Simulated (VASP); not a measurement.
TaN, 8 atoms in the cell. It takes space group P6_3mc (No. 186, hexagonal). The conventional cell has a = 3.104 Å, b = 3.104 Å, c = 6.010 Å, α = 90.00°, β = 90.00°, γ = 120.00°. Within 2.6 Å of Ta (site symmetry 3m) lie 4 N at 1.96 to 2.08 Å. Within 2.6 Å of N (site symmetry 3m) lie 4 Ta at 1.96 to 2.08 Å. 

| Item | Value |
| --- | --- |
| Program | VASP 6.6.1 |
| Task | single point |
| Functional | LDA |
| Potentials or basis | VASP PAW LDA potentials, release 64 (Ta_pv, N) |
| Cutoff | 520 eV |
| k mesh | 14 × 14 × 4 |
| Occupations | gaussian, width 0.15 eV |
| Spin | no spin polarisation |
| Dipole correction | no |
| Further INCAR settings | ALGO = Normal; EDIFF = 1e-07; NBANDS = 42 |

Potentials or basis: VASP PAW LDA potentials, release 64 (Ta_pv, N).

Run with:

```console
$ cat potpaw_LDA.64/Ta_pv/POTCAR potpaw_LDA.64/N/POTCAR > POTCAR
$ mpirun -np 1 vasp_std > vasp.out
```

Hardware: 1 thread of Intel Xeon 6975P-C, on a shared host.

Estimate the wall time of this run.

Run time: 4.7 min on 1 thread of Intel Xeon 6975P-C, on a shared host, peak memory 0.34 GiB. Counts: scf iterations 14, k points 72.
